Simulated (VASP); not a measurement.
Write the native input for VASP 6.6.1 that does the following.

```yaml
Task: single point
Functional: PBE
Potentials_or_basis: VASP PAW PBE potentials, release 64 (Zn, O)
Cutoff: 520 eV
k_mesh: 11 × 11 × 6
Occupations: fermi-dirac, width 0.02 eV
Spin: no spin polarisation
Dipole_correction: no
Further_INCAR_settings: ALGO = Normal; EDIFF = 1e-07; NBANDS = 26
```

The structure of ZnO lies in POSCAR:

```
ZnO
1.0
    3.2493987239      0.0000000000      0.0000000000
   -1.6246993619      2.8140618419      0.0000000000
    0.0000000000      0.0000000000      5.2558380000
Zn O
2 2
Direct
    0.3333333333      0.6666666667      0.0000000000
    0.6666666667      0.3333333333      0.5000000000
    0.3333333333      0.6666666667      0.3821000000
    0.6666666667      0.3333333333      0.8821000000
```

This cell differs from its parent crystal: zz strain of +1 %.

These files were run (other wordings do the same):

INCAR

```
PREC = Accurate
ENCUT = 520
EDIFF = 1E-7
ISMEAR = -1
SIGMA = 0.02
LREAL = F
LASPH = T
NELM = 80
ALGO = Normal
ISIF = 2
LWAVE = F
LCHARG = F
GGA = PE
NBANDS = 26
```

KPOINTS

```
regular mesh
0
Gamma
  11 11 6
```

Potentials or basis: VASP PAW PBE potentials, release 64 (Zn, O).

Command:

```console
$ cat potpaw_PBE.64/Zn/POTCAR potpaw_PBE.64/O/POTCAR > POTCAR
$ mpirun -np 1 vasp_std > vasp.out
```

Results of the run:

```json
{"Pressure": "4.5 GPa", "Largest force": "0.119 eV/Å", "Band gap on the k mesh": "0.76 eV, direct"}
```

Caveat: the cell differs from its parent crystal (zz strain of +1 %).

Wall time 56 s on 1 thread of Intel(R) Xeon(R) Platinum 8124M CPU @ 3.00GHz (Skylake/Cascade Lake) (shared host), peak memory 0.2 GiB.
